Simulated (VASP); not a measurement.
Set up this calculation in VASP 6.6.1, as the native input.

```
Task                   : single point
Functional             : PBE
Potentials or basis    : VASP PAW PBE potentials, release 64 (Si, Ni)
Cutoff                 : 520 eV
k mesh                 : 12 × 12 × 12
Occupations            : gaussian, width 0.1 eV
Spin                   : no spin polarisation
Dipole correction      : no
Further INCAR settings : ALGO = Normal; EDIFF = 1e-06; NBANDS = 16
```

The structure of Si2Ni lies in POSCAR:

```
Si2Ni
1.0
    0.0000000000      2.7215398650      2.7215398650
    2.7215398650      0.0000000000      2.7215398650
    2.7215398650      2.7215398650      0.0000000000
Si Ni
2 1
Direct
    0.2500000000      0.2500000000      0.2500000000
    0.7500000000      0.7500000000      0.7500000000
    0.0000000000      0.0000000000      0.0000000000
```

One way to write it, as run:

INCAR

```
PREC = Accurate ; ENCUT = 520
EDIFF = 1E-6 ; ISMEAR = 0
SIGMA = 0.1 ; LREAL = False
LASPH = True ; NELM = 100
ALGO = Normal ; ISIF = 2
LWAVE = False ; LCHARG = False
GGA = PE ; NBANDS = 16
```

KPOINTS

```
regular mesh
0
Gamma
  12 12 12
```

Potentials or basis: VASP PAW PBE potentials, release 64 (Si, Ni).

Command:

```sh
$ cat potpaw_PBE.64/Si/POTCAR potpaw_PBE.64/Ni/POTCAR > POTCAR
$ mpirun -np 1 vasp_std > vasp.out
```

Results of the run:

- Pressure: 0.0 GPa
- Band gap on the k mesh: zero (band 9 reaches 11.82 eV, above the bottom of band 10 at 9.69 eV)

Wall time 41 s on 1 thread of Intel Xeon 6975P-C, on a shared host, peak memory 0.19 GiB.
